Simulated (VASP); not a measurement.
Runs of VASP 6.6.1 on In3Se. The structure is that of space group Pm-3m (No. 221), or close to it. The cells are those of the table. 

```csv
task,level,cell,k mesh,cutoff (eV),smearing,gap on the mesh (eV),pressure (GPa)
single point,PBE,"a = 4.804 Å, 4 atoms",10 × 10 × 10,520,fermi-dirac 0.3 eV,none,-0.3
single point,PBE,"a = 4.804 Å, 4 atoms",10 × 10 × 10,520,fermi-dirac 0.01 eV,none,-0.3
single point,PBEsol,"a = 4.668 Å, 4 atoms",10 × 10 × 10,520,gaussian 0.1 eV,none,0.0
relaxation of cell and atoms,r2SCAN+rVV10,"relaxed from a = 4.804 Å, 4 atoms",10 × 10 × 10,600,gaussian 0.1 eV,none,0.0
single point,PBE+D3(BJ),"a = 4.710 Å, 4 atoms",10 × 10 × 10,520,gaussian 0.1 eV,none,-0.2
single point,PBE,"a = 4.804 Å, 4 atoms",10 × 10 × 10,520,fermi-dirac 0.1 eV,none,-0.3
single point,PBE,"a = 4.790 Å, 4 atoms",10 × 10 × 10,520,gaussian 0.1 eV,none,(a)
single point,PBE,"a = 4.804 Å, 4 atoms","8 × 8 × 8, shifted",520,gaussian 0.1 eV,none,-0.3
single point,PBE,"a = 4.804 Å, 4 atoms",10 × 10 × 10,520,gaussian 0.02 eV,none,-0.3
single point,r2SCAN+rVV10,"a = 4.703 Å, 4 atoms",10 × 10 × 10,520,gaussian 0.1 eV,none,0.2
single point,PBE,"a = 4.804 Å, 4 atoms",10 × 10 × 10,520,fermi-dirac 0.5 eV,none,0.0
single point,PBE+D4,"a = 4.700 Å, 4 atoms",10 × 10 × 10,520,gaussian 0.1 eV,none,0.0
```

Alike in all rows: potentials or basis VASP PAW PBE potentials, release 64 (In_d, Se); no spin polarisation.

Estimate the missing entries.

(a) -0.1.

Caveats: spin-orbit coupling is left out, which moves the levels of the heavy elements; the PAW data sets were made with another functional, which shifts forces and pressure a little (at least some runs); so wide a smearing shifts energies and pressures (at least some runs); three body term missing (at least some runs).

A k mesh can miss the band edges, and the runs leave out spin-orbit coupling on In, Se.

A gap of «none» marks levels without a gap at the run's occupations.
